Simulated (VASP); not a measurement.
# CsCl (Pm-3m) in VASP: a series of runs

The runs below take CsCl through dielectric tensor, vibrations by perturbation theory, with r2SCAN, PBEsol.

All numbers are computed with VASP 6.6.1; they aren't measurements. Logs are shortened: lines on timing, memory, paths and dates and some standing lists are left out, and cuts for length are marked.

## 1. The cell of the first run

It takes space group Pm-3m (No. 221, cubic). Conventional cell: a = 4.137 Å, b = 4.137 Å, c = 4.137 Å, α = 90.00°, β = 90.00°, γ = 90.00°. Cs (site symmetry m-3m) has 8 Cl at 3.58 Å and 6 Cs at 4.14 Å within 4.7 Å. Cl (site symmetry m-3m) has 8 Cs at 3.58 Å and 6 Cl at 4.14 Å within 4.7 Å.

## 2. Dielectric tensor, r2SCAN

Contents of INCAR:

```
ALGO     = Normal         # electronic algorithm
EDIFF    = 1E-8           # SCF threshold, eV
ENCUT    = 440            # plane-wave cutoff, eV
GGA_COMPAT= False        
ISIF     = 2              # what is computed and relaxed
ISMEAR   = 0              # smearing method
LASPH    = True           # aspherical terms in the spheres
LCALCEPS = True         
LCHARG   = False          # write CHGCAR
LMIXTAU  = True         
LREAL    = False          # projectors in reciprocal space
LWAVE    = False          # write WAVECAR
METAGGA  = R2SCAN         # meta-GGA
NELM     = 120            # most SCF steps
PREC     = Accurate       # precision mode
SIGMA    = 0.01           # smearing width, eV
```

Contents of KPOINTS:

```
k-points
0
Gamma
  6 6 6
```

Contents of POSCAR:

```
CsCl
1.0
    4.1368327747      0.0000000000      0.0000000000
    0.0000000000      4.1368327747      0.0000000000
    0.0000000000      0.0000000000      4.1368327747
Cs Cl
1 1
Direct
    0.0000000000      0.0000000000      0.0000000000
    0.5000000000      0.5000000000      0.5000000000
```

Potentials or basis: VASP PAW PBE potentials, release 64 (Cs_sv, Cl).

Started as:

```sh
$ cat potpaw_PBE.64/Cs_sv/POTCAR potpaw_PBE.64/Cl/POTCAR > POTCAR
$ mpirun -np 1 vasp_std > vasp.out
```

OUTCAR:

```text
EDIFF = 1E-8
   ENCUT = 440
   ISIF = 2
   ISMEAR = 0
   LASPH = True
   LREAL = False
   METAGGA = R2SCAN
   NELM = 120
   PREC = Accurate

 ion  position               nearest neighbor table
   1  0.000  0.000  0.000-
   2  0.500  0.500  0.500-

  LATTYP: Found a simple cubic cell.
 ALAT       =     4.1368327747

  Lattice vectors:

 A1 = (   4.1368327747,   0.0000000000,   0.0000000000)
 A2 = (   0.0000000000,   4.1368327747,   0.0000000000)
 A3 = (   0.0000000000,   0.0000000000,   4.1368327747)

Analysis of symmetry for initial positions (statically):
=====================================================================
 Subroutine PRICEL returns:
 Original cell was already a primitive cell.

 Routine SETGRP: Setting up the symmetry group for a
 simple cubic supercell.

 Subroutine GETGRP returns: Found 48 space group operations
 (whereof 48 operations were pure point group operations)
 out of a pool of 48 trial point group operations.

The static configuration has the point symmetry O_h .

Analysis of symmetry for dynamics (positions and initial velocities):
=====================================================================
 Subroutine PRICEL returns:
 Original cell was already a primitive cell.

 Routine SETGRP: Setting up the symmetry group for a
 simple cubic supercell.

 Subroutine GETGRP returns: Found 48 space group operations
 (whereof 48 operations were pure point group operations)
 out of a pool of 48 trial point group operations.

The dynamic configuration has the point symmetry O_h .

 Subroutine INISYM returns: Found 48 space group operations
 (whereof 48 operations are pure point group operations),
 and found     1 'primitive' translations

----------------------------------------------------------------------------------------

                                     Primitive cell

  volume of cell :      70.7952

  direct lattice vectors                    reciprocal lattice vectors
     4.136832775  0.000000000  0.000000000     0.241730825  0.000000000  0.000000000
     0.000000000  4.136832775  0.000000000     0.000000000  0.241730825  0.000000000
     0.000000000  0.000000000  4.136832775     0.000000000  0.000000000  0.241730825

  length of vectors
     4.136832775  4.136832775  4.136832775     0.241730825  0.241730825  0.241730825

  position of ions in fractional coordinates (direct lattice)
[... 131 lines left out ...]
 fundamental gap:  10000.7403251924
 Fermi energy:        -0.6756514144

 k-point     1 :       0.0000    0.0000    0.0000
  band No.  band energies     occupation
      1     -20.6399      2.00000
      2     -13.4571      2.00000
      3      -6.7572      2.00000
      4      -6.7572      2.00000
      5      -6.7571      2.00000
      6      -0.7403      2.00000
      7      -0.7403      2.00000
      8      -0.7403      2.00000
      9   10000.0000      0.00000
     10   10000.0000      0.00000
     11   10000.0000      0.00000
     12   10000.0000      0.00000
[... 331 lines left out ...]
 k-point    24 :       0.0000    0.1667    0.1667
  band No.  band energies     occupation
      1     -20.5993      2.00000
      2     -13.4666      2.00000
      3      -6.9643      2.00000
      4      -6.8194      2.00000
      5      -6.6927      2.00000
      6      -1.2136      2.00000
      7      -0.8802      2.00000
      8      -0.8255      2.00000
      9   10000.0000      0.00000
     10   10000.0000      0.00000
     11   10000.0000      0.00000
     12   10000.0000      0.00000

 [... further k-points ...]

------------------------ aborting loop because EDIFF is reached ----------------------------------------

            Ionic dipole moment: p[ion]=(   -14.47891   -14.47891   -14.47891 ) |e| Angst

 Total electronic dipole moment: p[elc]=(     0.00000     0.00000     0.00664 ) |e| Angst

 MACROSCOPIC STATIC DIELECTRIC TENSOR (including local field effects)
 ------------------------------------------------------
           2.697886     0.000000     0.000000
          -0.000000     2.697886     0.000000
          -0.000000    -0.000000     2.697886
 ------------------------------------------------------

 PIEZOELECTRIC TENSOR (including local field effects) (e Angst)
          XX          YY          ZZ          XY          YZ          ZX
  --------------------------------------------------------------------------------
  x     0.00000     0.00000     0.00000     0.00000     0.00000     0.00000
  y     0.00000     0.00000     0.00000     0.00000     0.00000     0.00000
  z     0.00000     0.00000     0.00000     0.00000     0.00000     0.00000

 PIEZOELECTRIC TENSOR (including local field effects) (C/m^2)
          XX          YY          ZZ          XY          YZ          ZX
  --------------------------------------------------------------------------------
  x     0.00000     0.00000     0.00000     0.00000     0.00000     0.00000
  y     0.00000     0.00000     0.00000     0.00000     0.00000     0.00000
  z     0.00000     0.00000     0.00000     0.00000     0.00000     0.00000

 BORN EFFECTIVE CHARGES (including local field effects) (in |e|, cummulative output)
 ---------------------------------------------------------------------------------
 ion    1
    1     1.25603     0.00000     0.00000
    2    -0.00000     1.25603     0.00000
    3     0.00000    -0.00000     1.25603
 ion    2
    1    -1.25603    -0.00000    -0.00000
    2     0.00000    -1.25603    -0.00000
    3    -0.00000     0.00000    -1.25603

  FORCE on cell =-STRESS in cart. coord.  units (eV):
  Direction    XX          YY          ZZ          XY          YZ          ZX
  --------------------------------------------------------------------------------------
  -------------------------------------------------------------------------------------
  Total        0.0124576      0.0124576      0.0124576      0.0000000      0.0000000      0.0000000
  in kB        0.2819306      0.2819306      0.2819306      0.0000000      0.0000000      0.0000000
  external PRESSURE =       0.2819306 kB  Pullay stress =       0.0000000 kB

 VOLUME and BASIS-vectors are now :
 -----------------------------------------------------------------------------
  energy-cutoff  :      440.00
  volume of cell :       70.80
      direct lattice vectors                 reciprocal lattice vectors
     4.136832775  0.000000000  0.000000000     0.241730825  0.000000000  0.000000000
     0.000000000  4.136832775  0.000000000     0.000000000  0.241730825  0.000000000
     0.000000000  0.000000000  4.136832775     0.000000000  0.000000000  0.241730825

 POSITION                                       TOTAL-FORCE (eV/Angst)
 -----------------------------------------------------------------------------------
      0.00000      0.00000      0.00000         0.000000      0.000000      0.000000
      2.06842      2.06842      2.06842         0.000000      0.000000      0.000000
 -----------------------------------------------------------------------------------
    total drift:                                0.000000      0.000000      0.000000

  FREE ENERGIE OF THE ION-ELECTRON SYSTEM (eV)
  ---------------------------------------------------
  free  energy   TOTEN  =       -35.5222671824 eV

  energy  without entropy=      -35.5222671824  energy(sigma->0) =      -35.52226718
```

OSZICAR:

```text
N       E                     dE             d eps       ncg     rms          rms(c)
DAV:   1     0.627578528188E+02    0.62758E+02   -0.65311E+03   480   0.104E+03
DAV:   2    -0.328720345956E+02   -0.95630E+02   -0.88232E+02   716   0.185E+02
DAV:   3    -0.395057603843E+02   -0.66337E+01   -0.65953E+01   616   0.556E+01
[... 12 lines left out ...]
DMP:   8    -0.355222669982E+02   -0.13913E-06   -0.19248E-06   480   0.508E-06  -0.509E-07
DMP:   9    -0.355222670957E+02   -0.97454E-07   -0.93634E-07   480   0.230E-06   0.812E-08
DMP:  10    -0.355222671371E+02   -0.41384E-07   -0.43621E-07   480   0.123E-06  -0.266E-07
DMP:  11    -0.355222671586E+02   -0.21471E-07   -0.30784E-07   480   0.777E-07  -0.145E-08
DMP:  12    -0.355222671762E+02   -0.17634E-07   -0.14374E-07   480   0.312E-07   0.913E-08
DMP:  13    -0.355222671824E+02   -0.61968E-08   -0.55045E-08   480   0.160E-07  -0.430E-08
   1 F= -.35522267E+02 E0= -.35522267E+02  d E =-.527695E-22
```

Run time: 11 min. Hardware: 1 thread of Intel Xeon Platinum 8488C (Sapphire Rapids), shared host; peak memory 0.26 GiB.

What came out:

```yaml
Band_gap_on_the_k_mesh: 5.91 eV
Electronic_dielectric_tensor_diagonal: 2.70
Born_charges_mean_of_the_diagonal: Cs +1.26; Cl -1.26 e
```

Levels at points of the mesh, in eV from the valence-band top:
```tsv
k point	band 6	band 7	band 8	band 9	band 10	band 11
(0.00, 0.00, 0.00)	0.00	0.00	0.00	5.91	5.91	6.01
(0.50, 0.00, 0.00)	-1.13	-0.23	-0.23	6.94	8.26	9.59
(0.50, 0.50, 0.00)	-0.43	-0.43	-0.06	6.55	6.64	8.62
(0.50, 0.50, 0.50)	-1.08	-1.08	-1.08	9.14	9.14	9.14
```

Electronic dielectric tensor:
```
2.70 0.00 0.00
0.00 2.70 0.00
0.00 0.00 2.70
```

Born effective charge tensors (e):
atom 1, Cs
```
1.26 0.00 0.00
0.00 1.26 0.00
0.00 0.00 1.26
```
atom 2, Cl
```
-1.26  0.00  0.00
 0.00 -1.26  0.00
 0.00  0.00 -1.26
```

Dipole moments of the cell (e·Å, modulo the quantum): ionic -14.479, -14.479, -14.479; electronic 0.000, 0.000, 0.007

Caveat: the PAW data sets were made with another functional, which shifts forces and pressure a little; spin-orbit coupling is left out, which moves the levels of the heavy elements. A k mesh can miss the band edges.

## 3. Vibrations by perturbation theory, PBEsol

This run uses another cell than the first one, of 33.74 Å³/atom.

Contents of INCAR:

```
ALGO     = Normal         # electronic algorithm
EDIFF    = 1E-8           # SCF threshold, eV
ENCUT    = 500            # plane-wave cutoff, eV
GGA      = PS             # functional
GGA_COMPAT= False        
IBRION   = 8              # ionic algorithm
ISIF     = 2              # what is computed and relaxed
ISMEAR   = 0              # smearing method
LASPH    = True           # aspherical terms in the spheres
LCHARG   = False          # write CHGCAR
LEPSILON = True           # dielectric tensor by DFPT
LREAL    = False          # projectors in reciprocal space
LWAVE    = False          # write WAVECAR
NBANDS   = 15             # bands
NELM     = 120            # most SCF steps
NSW      = 1              # ionic steps
PREC     = Accurate       # precision mode
SIGMA    = 0.01           # smearing width, eV
```

KPOINTS is that of step 2.

Contents of POSCAR:

```
CsCl
1.0
    4.0711390743      0.0000000000      0.0000000000
    0.0000000000      4.0711390743      0.0000000000
    0.0000000000      0.0000000000      4.0711390743
Cs Cl
1 1
Direct
    0.0000000000      0.0000000000      0.0000000000
    0.5000000000      0.5000000000      0.5000000000
```

Potentials or basis: VASP PAW PBE potentials, release 64 (Cs_sv, Cl).

Started as:

```sh
$ cat potpaw_PBE.64/Cs_sv/POTCAR potpaw_PBE.64/Cl/POTCAR > POTCAR
$ mpirun -np 1 vasp_std > vasp.out
```

OUTCAR:

```text
EDIFF = 1E-8
   ENCUT = 500
   GGA = PS
   IBRION = 8
   ISIF = 2
   ISMEAR = 0
   LASPH = True
   LEPSILON = True
   LREAL = False
   NELM = 120
   NSW = 1
   PREC = Accurate

 ion  position               nearest neighbor table
   1  0.000  0.000  0.000-
   2  0.500  0.500  0.500-

  LATTYP: Found a simple cubic cell.
 ALAT       =     4.0711390743

  Lattice vectors:

 A1 = (   4.0711390743,   0.0000000000,   0.0000000000)
 A2 = (   0.0000000000,   4.0711390743,   0.0000000000)
 A3 = (   0.0000000000,   0.0000000000,   4.0711390743)

Analysis of symmetry for initial positions (statically):
=====================================================================
 Subroutine PRICEL returns:
 Original cell was already a primitive cell.

 Routine SETGRP: Setting up the symmetry group for a
 simple cubic supercell.

 Subroutine GETGRP returns: Found 48 space group operations
 (whereof 48 operations were pure point group operations)
 out of a pool of 48 trial point group operations.

The static configuration has the point symmetry O_h .

Analysis of symmetry for dynamics (positions and initial velocities):
=====================================================================
 Subroutine PRICEL returns:
 Original cell was already a primitive cell.

 Routine SETGRP: Setting up the symmetry group for a
 simple cubic supercell.

 Subroutine GETGRP returns: Found 48 space group operations
[... 609 lines left out ...]
  z     0.00000     0.00000     0.00000     0.00000     0.00000     0.00000

 PIEZOELECTRIC TENSOR (including local field effects)  for field in x, y, z        (C/m^2)
          XX          YY          ZZ          XY          YZ          ZX
  --------------------------------------------------------------------------------
  x     0.00000     0.00000     0.00000     0.00000     0.00000     0.00000
  y     0.00000     0.00000     0.00000     0.00000     0.00000     0.00000
  z     0.00000     0.00000     0.00000     0.00000     0.00000     0.00000

 BORN EFFECTIVE CHARGES (including local field effects) (in |e|, cummulative output)
 ---------------------------------------------------------------------------------
 ion    1
    1     1.33792    -0.00000    -0.00000
    2    -0.00000     1.33792     0.00000
    3     0.00000     0.00000     1.33792
 ion    2
    1    -1.33792     0.00000     0.00000
    2     0.00000    -1.33792     0.00000
    3    -0.00000    -0.00000    -1.33792

 INTERNAL STRAIN TENSOR FOR ION    2 for displacements in x,y,z  (eV/Angst):
          X           Y           Z          XY          YZ          ZX
  --------------------------------------------------------------------------------
  x     0.00000     0.00000     0.00000     0.00000     0.00000     0.00000
  y     0.00000     0.00000     0.00000     0.00000     0.00000     0.00000
  z     0.00000     0.00000     0.00000     0.00000     0.00000     0.00000

 SECOND DERIVATIVES (NOT SYMMETRIZED)
 ------------------------------------
               1X          1Y          1Z          2X          2Y          2Z
  1X    -0.911091   -0.000000   -0.000000    0.911091    0.000000    0.000000
  1Y    -0.000000   -0.911091   -0.000000    0.000000    0.911091    0.000000
  1Z    -0.000000   -0.000000   -0.911091    0.000000    0.000000    0.911091
  2X     0.920216    0.000000   -0.000000   -0.920216   -0.000000    0.000000
  2Y    -0.000000    0.920216    0.000000    0.000000   -0.920216   -0.000000
  2Z    -0.000000   -0.000000    0.920216    0.000000    0.000000   -0.920216

 Eigenvectors and eigenvalues of the dynamical matrix
 ----------------------------------------------------

   1 f  =    2.831810 THz    17.792785 2PiTHz   94.459004 cm-1    11.711419 meV
             X         Y         Z           dx          dy          dz
      0.000000  0.000000  0.000000     0.000000    0.457097   -0.000000
      2.035570  2.035570  2.035570     0.000000   -0.889417   -0.000000
[... 21 lines left out ...]
   6 f/i=    0.005736 THz     0.036043 2PiTHz    0.191344 cm-1     0.023724 meV
             X         Y         Z           dx          dy          dz
      0.000000  0.000000  0.000000     0.594409    0.538214   -0.384793
      2.035570  2.035570  2.035570     0.305484    0.276604   -0.197757

--------------------------------------------------------------------------------------------------------

 MACROSCOPIC STATIC DIELECTRIC TENSOR IONIC CONTRIBUTION
 ------------------------------------------------------
           5.242509     0.000000     0.000000
           0.000000     5.242509     0.000000
           0.000000     0.000000     5.242509
 ------------------------------------------------------

 ELASTIC MODULI CONTR FROM IONIC RELAXATION (kBar)
 Direction    XX          YY          ZZ          XY          YZ          ZX
 --------------------------------------------------------------------------------
 XX           0.0000      0.0000      0.0000      0.0000      0.0000      0.0000
 YY           0.0000      0.0000      0.0000      0.0000      0.0000      0.0000
 ZZ           0.0000      0.0000      0.0000      0.0000      0.0000      0.0000
 XY           0.0000      0.0000      0.0000      0.0000      0.0000      0.0000
 YZ           0.0000      0.0000      0.0000      0.0000      0.0000      0.0000
 ZX           0.0000      0.0000      0.0000      0.0000      0.0000      0.0000
 --------------------------------------------------------------------------------

 PIEZOELECTRIC TENSOR IONIC CONTR  for field in x, y, z        (C/m^2)
          XX          YY          ZZ          XY          YZ          ZX
  --------------------------------------------------------------------------------
  x     0.00000     0.00000     0.00000     0.00000     0.00000     0.00000
  y     0.00000     0.00000     0.00000     0.00000     0.00000     0.00000
  z     0.00000     0.00000     0.00000     0.00000     0.00000     0.00000
```

Wall time 4.7 min (1 thread of Oxide Virtual Turin-like, shared host); peak memory 0.22 GiB.

Results:

- Electronic dielectric tensor (diagonal): 2.97
- Born charges (mean of the diagonal): Cs +1.34; Cl -1.34 e
- Highest phonon frequency at Γ, LO-TO splitting left out: 94 cm⁻¹

Phonon frequencies in cm⁻¹ (negative: imaginary):
```
              q point     frequencies
(0.000, 0.000, 0.000)  0 0 0 94 94 94
```

Electronic dielectric tensor:
```
2.97 0.00 0.00
0.00 2.97 0.00
0.00 0.00 2.97
```

Born effective charge tensors (e):
atom 1, Cs
```
1.34 0.00 0.00
0.00 1.34 0.00
0.00 0.00 1.34
```
atom 2, Cl
```
-1.34  0.00  0.00
 0.00 -1.34  0.00
 0.00  0.00 -1.34
```

Caveat: the PAW data sets were made with another functional, which shifts forces and pressure a little; spin-orbit coupling is left out, which moves the levels of the heavy elements.

The gap in the log of VASP goes by the Fermi energy; the results here count the filled bands.